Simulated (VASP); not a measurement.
A run of VASP 6.6.1 is set up as follows.

File INCAR:

```
SYSTEM = SiC
PREC     = Accurate       ! precision mode
ENCUT    = 520            ! plane-wave cutoff, eV
EDIFF    = 1E-6           ! SCF threshold, eV
ISMEAR   = 0              ! smearing method
SIGMA    = 0.05           ! smearing width, eV
LREAL    = .False.        ! projectors in reciprocal space
LASPH    = .True.         ! aspherical terms in the spheres
NELM     = 80             ! most SCF steps
ALGO     = Normal         ! electronic algorithm
ISIF     = 2              ! what is computed and relaxed
LWAVE    = .False.        ! write WAVECAR
LCHARG   = .True.         ! write CHGCAR
GGA      = PE             ! functional
LELF     = .True.         ! ELF
LVHAR    = .True.       
NBANDS   = 11             ! bands
```

Contents of KPOINTS:

```
Automatic mesh
0
Gamma
  12 12 12
  0 0 0
```

Contents of POSCAR:

```
SiC
1.0
    0.0000000000      2.1210686735      2.1210686735
    2.1210686735      0.0000000000      2.1210686735
    2.0763848268      2.0763848268      0.0446838467
Si C
1 1
Direct
    0.0000000000      0.0000000000      0.0000000000
    0.7500000000      0.7500000000      0.7500000000
```

Potentials or basis: VASP PAW PBE potentials, release 64 (Si, C).

Launch:

```console
$ cat potpaw_PBE.64/Si/POTCAR potpaw_PBE.64/C/POTCAR > POTCAR
$ mpirun -np 1 vasp_std > vasp.out
```

Problem. Estimate the band gap on the k mesh.

Solution. 1.08 eV, indirect (least direct gap 4.43 eV).

Problem. Estimate the pressure.

Solution. 35.1 GPa.

Problem. Predict the largest force.

Solution. 0.627 eV/Å.

Forces in eV/Å, atoms in the order of the input:
```
Si  -0.362 -0.362  0.362
C    0.362  0.362 -0.362
```

A k mesh can miss the band edges.
